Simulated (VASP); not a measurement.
# Mo (Fm-3m) in VASP: density of states with PBE

Aim: the density of states of Mo with PBE.

Everything below comes from runs of VASP 6.6.1. Logs are shortened: lines on timing, memory, paths and dates and some standing lists are left out, and cuts for length are marked.

## Step 1: The cell of the first run

Symmetry: Fm-3m, No. 225, cubic system. The conventional cell has a = 4.036 Å, b = 4.036 Å, c = 4.036 Å, α = 90.00°, β = 90.00°, γ = 90.00°. Within 3.8 Å of Mo (site symmetry m-3m) lie 12 Mo at 2.85 Å.

## Step 2: Density of states, PBE

Contents of POSCAR:

```
Mo
1.0
    0.0000000000      4.0361356200      4.0361356200
    2.0180678100      0.0000000000      2.0180678100
    2.0180678100      2.0180678100      0.0000000000
Mo
2
Direct
    0.0000000000      0.0000000000      0.0000000000
    0.5000000000      0.0000000000      0.0000000000
```

Contents of INCAR.step1:

```
SYSTEM = Mo
PREC = Accurate
ENCUT = 520
EDIFF = 1E-7
ISMEAR = 0
SIGMA = 0.2388
LREAL = .False.
LASPH = .True.
NELM = 100
ALGO = Normal
ISIF = 2
LWAVE = .False.
LCHARG = .True.
LMAXMIX = 4
GGA = PE
NBANDS = 21
```

Contents of KPOINTS.step1:

```
regular mesh
0
Gamma
  7 14 14
  0 0 0
```

Contents of INCAR.step2:

```
SYSTEM = Mo
PREC = Accurate
ENCUT = 520
EDIFF = 1E-7
ISMEAR = -5
SIGMA = 0.2388
LREAL = .False.
LASPH = .True.
NELM = 100
ALGO = Normal
ISIF = 2
LWAVE = .False.
LCHARG = .False.
LMAXMIX = 4
GGA = PE
LORBIT = 11
NEDOS = 1001
ICHARG = 11
```

Contents of KPOINTS.step2:

```
regular mesh
0
Gamma
  11 21 21
  0 0 0
```

Potentials or basis: VASP PAW PBE potentials, release 64 (Mo_sv).

Launch:

```console
> cat potpaw_PBE.64/Mo_sv/POTCAR > POTCAR
> cp INCAR.step1 INCAR
> cp KPOINTS.step1 KPOINTS
> mpirun -np 1 vasp_std > vasp.out
> cp INCAR.step2 INCAR
> cp KPOINTS.step2 KPOINTS
> mpirun -np 1 vasp_std > vasp.out
```

OUTCAR:

```text
SYSTEM = Mo
   PREC = Accurate
   ENCUT = 520
   EDIFF = 1E-7
   ISMEAR = -5
   LREAL = .False.
   LASPH = .True.
   NELM = 100
   ISIF = 2
   GGA = PE
   LORBIT = 11
   ICHARG = 11

 ion  position               nearest neighbor table
   1  0.000  0.000  0.000-   2 2.85   2 2.85   2 2.85   2 2.85   2 2.85   2 2.85
   2  0.500  0.000  0.000-   1 2.85   1 2.85   1 2.85   1 2.85   1 2.85   1 2.85

  LATTYP: Found a trigonal (rhomboedric) cell.
 ALAT       =     4.9432364008
 COS(alpha) =     0.8333333333

  Lattice vectors:

 A1 = (   2.0180678100,  -2.0180678100,  -4.0361356200)
 A2 = (   4.0361356200,  -2.0180678100,  -2.0180678100)
 A3 = (   2.0180678100,  -4.0361356200,  -2.0180678100)

Analysis of symmetry for initial positions (statically):
=====================================================================
 Subroutine PRICEL returns following result:

  LATTYP: Found a face centered cubic cell.
 ALAT       =     4.0361356200

  Lattice vectors:

 A1 = (   0.0000000000,   2.0180678100,   2.0180678100)
 A2 = (   2.0180678100,   0.0000000000,   2.0180678100)
 A3 = (   2.0180678100,   2.0180678100,   0.0000000000)

   2 primitive cells build up your supercell.

 Routine SETGRP: Setting up the symmetry group for a
 trigonal (rhombohedral) supercell.

 Subroutine GETGRP returns: Found 12 space group operations
 (whereof 12 operations were pure point group operations)
 out of a pool of 12 trial point group operations.

The static configuration has the point symmetry D_3d.

Analysis of symmetry for dynamics (positions and initial velocities):
=====================================================================
 Subroutine PRICEL returns following result:

  LATTYP: Found a face centered cubic cell.
 ALAT       =     4.0361356200

  Lattice vectors:

 A1 = (   0.0000000000,   2.0180678100,   2.0180678100)
 A2 = (   2.0180678100,   0.0000000000,   2.0180678100)
 A3 = (   2.0180678100,   2.0180678100,   0.0000000000)

   2 primitive cells build up your supercell.

 Routine SETGRP: Setting up the symmetry group for a
 trigonal (rhombohedral) supercell.

 Subroutine GETGRP returns: Found 12 space group operations
 (whereof 12 operations were pure point group operations)
 out of a pool of 12 trial point group operations.

The dynamic configuration has the point symmetry D_3d.

 Subroutine INISYM returns: Found 12 space group operations
 (whereof 12 operations are pure point group operations),
 and found     2 'primitive' translations

----------------------------------------------------------------------------------------

                                     Primitive cell

  volume of cell :      16.4376

  direct lattice vectors                    reciprocal lattice vectors
     0.000000000  2.018067810  2.018067810    -0.247761744  0.247761744  0.247761744
     2.018067810  0.000000000  2.018067810     0.247761744 -0.247761744  0.247761744
     2.018067810  2.018067810  0.000000000     0.247761744  0.247761744 -0.247761744

  length of vectors
     2.853978867  2.853978867  2.853978867     0.429135929  0.429135929  0.429135929

  position of ions in fractional coordinates (direct lattice)
     0.000000000  0.000000000  0.000000000

  ion indices of the primitive-cell ions
   primitive index   ion index
                 1           1

----------------------------------------------------------------------------------------

 KPOINTS: regular mesh

Automatic generation of k-mesh.
 Grid dimensions read from file:
 generate k-points for:   11   21   21

 Generating k-lattice:

  Cartesian coordinates                     Fractional coordinates (reciprocal lattice)
    -0.011261897  0.011261897  0.011261897     0.090909091  0.000000000  0.000000000
     0.011798178 -0.011798178  0.011798178     0.000000000  0.047619048  0.000000000
     0.011798178  0.011798178 -0.011798178     0.000000000  0.000000000  0.047619048

  Length of vectors
     0.019506179  0.020435044  0.020435044

  Shift w.r.t. Gamma in fractional coordinates (k-lattice)
     0.000000000  0.000000000  0.000000000

 -----------------------------------------------------------------------------
|                                                                             |
|           W    W    AA    RRRRR   N    N  II  N    N   GGGG   !!!           |
|           W    W   A  A   R    R  NN   N  II  NN   N  G    G  !!!           |
|           W    W  A    A  R    R  N N  N  II  N N  N  G       !!!           |
|           W WW W  AAAAAA  RRRRR   N  N N  II  N  N N  G  GGG   !            |
|           WW  WW  A    A  R   R   N   NN  II  N   NN  G    G                |
|           W    W  A    A  R    R  N    N  II  N    N   GGGG   !!!           |
|                                                                             |
|     Your reciprocal lattice and k-lattice belong to different lattice       |
|     classes:                                                                |
|                                                                             |
|        The reciprocal lattice is rhombohedral (trigonal),                   |
|        whereas your k-lattice is base-centered monoclinic.                  |
|                                                                             |
|     Results are often still useful ...                                      |
|                                                                             |
 -----------------------------------------------------------------------------

 WARNING: IBZKPT: internal override: KBLOWUP is changed to .FALSE.
      ... skipping the blow-up phase ...

 TETIRR: Found   7286 inequivalent tetrahedra from    29106

 Subroutine IBZKPT returns following result:
 ===========================================

 Found   1276 irreducible k-points:

 Following reciprocal coordinates:
            Coordinates               Weight
  0.000000  0.000000  0.000000      1.000000
  0.090909  0.000000  0.000000      2.000000
  0.181818  0.000000  0.000000      2.000000
  0.272727  0.000000  0.000000      2.000000
  0.363636  0.000000  0.000000      2.000000
  0.454545  0.000000  0.000000      2.000000
[... 16 lines left out ...]
  0.454545  0.095238  0.000000      4.000000
 -0.454545  0.095238  0.000000      4.000000
 [... further k-points ...]
   k-points           NKPTS =   1276   k-points in BZ     NKDIM =   1276   number of bands    NBANDS=     18
   number of dos      NEDOS =   1001   number of ions     NIONS =      2
   total plane-waves  NPLWV =  24192
   dimension x,y,z NGX =    42 NGY =   24 NGZ =   24
   dimension x,y,z NGXF=    84 NGYF=   48 NGZF=   48
   ions per type =               2
   NGX,Y,Z   is equivalent  to a cutoff of  12.23, 13.98, 13.98 a.u.
   NGXF,Y,Z  is equivalent  to a cutoff of  24.47, 27.96, 27.96 a.u.
 SYSTEM =  Mo
   PREC   = accura    normal or accurate (medium, high low for compatibility)
   ISTART =      0    job   : 0-new  1-cont  2-samecut
   ICHARG =     11    charge: 1-file 2-atom 10-const
   ISPIN  =      1    spin polarized calculation?
   LNONCOLLINEAR =      F non collinear calculations
   LSORBIT =      F    spin-orbit coupling
   LASPH  =      T    aspherical Exc in radial PAW
   ENCUT  =  520.0 eV  38.22 Ry    6.18 a.u.  10.61  5.31  5.31*2*pi/ulx,y,z
   NELM   =    100;   NELMIN=  2; NELMDL=  0     # of ELM steps
   EDIFF  = 0.1E-06   stopping-criterion for ELM
   LREAL  =      F    real-space projection
   EDIFFG = 0.1E-05   stopping-criterion for IOM
   NSW    =      0    number of steps for IOM
   IBRION =     -1    ionic relax: 0-MD 1-quasi-New 2-CG
   NFREE  =      0    steps in history (QN), initial steepest desc. (CG)
   ISIF   =      2    stress and relaxation
   ISYM   =      2    0-nonsym 1-usesym 2-fastsym
   POTIM  = 0.5000    time-step for ionic-motion
   TEBEG  =    0.0;   TEEND  =   0.0 temperature during run
   PSTRESS=    0.0 pullay stress
   NELECT =      28.0000    total number of electrons
   NUPDOWN=      -1.0000    fix difference up-down
   EMIN   =  10.00;   EMAX   =-10.00  energy-range for DOS
   EFERMI =   0.00;   METHOD = LEGACY
   ISMEAR =    -5;   SIGMA  =   0.24  broadening in eV -4-tet -1-fermi 0-gaus
   EFERMI_NEDOS =   21; number of points for ismear=-14 and -15
   IALGO  =     38    algorithm
   IMIX   =      4    mixing-type and parameters
     AMIX     =   0.40;   BMIX     =  1.00
     AMIX_MAG =   1.60;   BMIX_MAG =  1.00
  volume/ion in A,a.u.               =      16.44       110.93
  Fermi-wavevector in a.u.,A,eV,Ry     =   1.551810  2.932495 32.764365  2.408113
  Thomas-Fermi vector in A             =   2.656275
   LORBIT       =     11    0 simple, 1 ext, 2 COOP (PROOUT), +10 PAW based schemes
   GGA     = PE    functional components
   LHFCALC =     F    Hartree Fock is set to
   AEXX    =    0.0000 exact exchange contribution
   IVDW    =     0    specifies the selected vdW correction
   LEPSILON=     F    determine dielectric tensor
   LRPA    =     F    only Hartree local field effects (RPA)
 non-spin polarized calculation
 Fermi weights with tetrahedron method with Bloechl corrections
  energy-cutoff  :      520.00
  volume of cell :       32.88
 maximum number of plane-waves:       906

 number of electron      28.0000003 magnetization

 Free energy of the ion-electron system (eV)
  ---------------------------------------------------
  ext. energy  EPLUGINS =         0.00000000
  ---------------------------------------------------
  free energy    TOTEN  =       -21.01361263 eV

  energy without entropy =      -21.01361263  energy(sigma->0) =      -21.01361263

 E-fermi :  11.3987     XC(G=0): -13.0905

 val. band max:       11.4820192701   @ k =   0.3636   0.4762   0.0952
 cond. band min:      11.2723062950   @ k =   0.0909  -0.2857   0.1429
 fundamental gap:     -0.2097129751
 Fermi energy:        11.3986575758

 k-point     1 :       0.0000    0.0000    0.0000
  band No.  band energies     occupation
      1     -49.3251      2.00000
      2     -49.1228      2.00000
      3     -23.9189      2.00000
      4     -22.8779      2.00000
      5     -22.8779      2.00000
      6     -22.7206      2.00000
[... 10 lines left out ...]
     17      13.3007      0.00000
     18      13.3007      0.00000

 k-point     2 :       0.0909    0.0000    0.0000
  band No.  band energies     occupation
      1     -49.3211      2.00000
      2     -49.1269      2.00000
      3     -23.8959      2.00000
      4     -22.8748      2.00000
      5     -22.8748      2.00000
      6     -22.7463      2.00000
[... 10 lines left out ...]
     17      13.2703      0.00000
     18      13.2703      0.00000

 k-point     3 :       0.1818    0.0000    0.0000
  band No.  band energies     occupation
      1     -49.3093      2.00000
      2     -49.1391      2.00000
      3     -23.8286      2.00000
      4     -22.8656      2.00000
      5     -22.8656      2.00000
      6     -22.8210      2.00000
[... 10 lines left out ...]
     17      13.1941      0.00000
     18      13.1941      0.00000

 k-point     4 :       0.2727    0.0000    0.0000
  band No.  band energies     occupation
      1     -49.2908      2.00000
      2     -49.1582      2.00000
      3     -23.7216      2.00000
      4     -22.9377      2.00000
      5     -22.8511      2.00000
      6     -22.8511      2.00000
[... 375 lines left out ...]
      4     -23.0138      2.00000
      5     -22.9421      2.00000
      6     -22.8385      2.00000
[... 10 lines left out ...]
     17      12.5052      0.00000
     18      13.5637      0.00000

 k-point    23 :       0.4545    0.0952    0.0000
  band No.  band energies     occupation
      1     -49.2457      2.00000
      2     -49.1809      2.00000
      3     -23.5284      2.00000
      4     -23.1580      2.00000
      5     -22.9224      2.00000
      6     -22.8235      2.00000
[... 10 lines left out ...]
     17      12.6158      0.00000
     18      13.2277      0.00000

 k-point    24 :      -0.4545    0.0952    0.0000
  band No.  band energies     occupation
      1     -49.2186      2.00000
      2     -49.2081      2.00000
      3     -23.3775      2.00000
      4     -23.3151      2.00000
      5     -22.8967      2.00000
      6     -22.8473      2.00000
[... 10 lines left out ...]
     17      12.7862      0.00000
     18      12.9956      0.00000

 [... further k-points ...]

------------------------ aborting loop because EDIFF is reached ----------------------------------------

  FORCE on cell =-STRESS in cart. coord.  units (eV):
  Direction    XX          YY          ZZ          XY          YZ          ZX
  --------------------------------------------------------------------------------------
  -------------------------------------------------------------------------------------
  Total       -1.1541154     -1.1541154     -1.1541154      0.0358700     -0.0358700      0.0358700
  in kB      -56.2461167    -56.2461167    -56.2461167      1.7481329     -1.7481329      1.7481329
  external PRESSURE =     -56.2461167 kB  Pullay stress =       0.0000000 kB

 VOLUME and BASIS-vectors are now :
 -----------------------------------------------------------------------------
  energy-cutoff  :      520.00
  volume of cell :       32.88
      direct lattice vectors                 reciprocal lattice vectors
     0.000000000  4.036135620  4.036135620    -0.123880872  0.123880872  0.123880872
     2.018067810  0.000000000  2.018067810     0.247761744 -0.247761744  0.247761744
     2.018067810  2.018067810  0.000000000     0.247761744  0.247761744 -0.247761744

 POSITION                                       TOTAL-FORCE (eV/Angst)
 -----------------------------------------------------------------------------------
      0.00000      0.00000      0.00000        -0.000000     -0.000000     -0.000000
      0.00000      2.01807      2.01807         0.000000      0.000000      0.000000
 -----------------------------------------------------------------------------------
    total drift:                               -0.000000     -0.000000      0.000000

  FREE ENERGIE OF THE ION-ELECTRON SYSTEM (eV)
  ---------------------------------------------------
  free  energy   TOTEN  =       -21.0136126320 eV

  energy  without entropy=      -21.0136126320  energy(sigma->0) =      -21.01361263

 total charge

# of ion       s       p       d       tot
------------------------------------------
    1        2.375   6.169   3.880  12.423
    2        2.375   6.169   3.880  12.423
--------------------------------------------------
tot          4.749  12.337   7.760  24.847
```

Run time: 4.2 min. Hardware: 1 thread of Intel Xeon Platinum 8559C (Emerald Rapids), shared host; peak memory 0.67 GiB.

Results:

```
Valence electrons inside the program's atomic spheres : Mo 12.42
```

Levels at points of the mesh, in eV from the Fermi level:
| k point | band 12 | band 13 | band 14 | band 15 | band 16 | band 17 |
| --- | --- | --- | --- | --- | --- | --- |
| (0.00, 0.00, 0.00) | -0.85 | -0.68 | -0.68 | -0.68 | 1.47 | 1.90 |

Caveat: tetrahedron occupations give inexact forces and stress in metals.
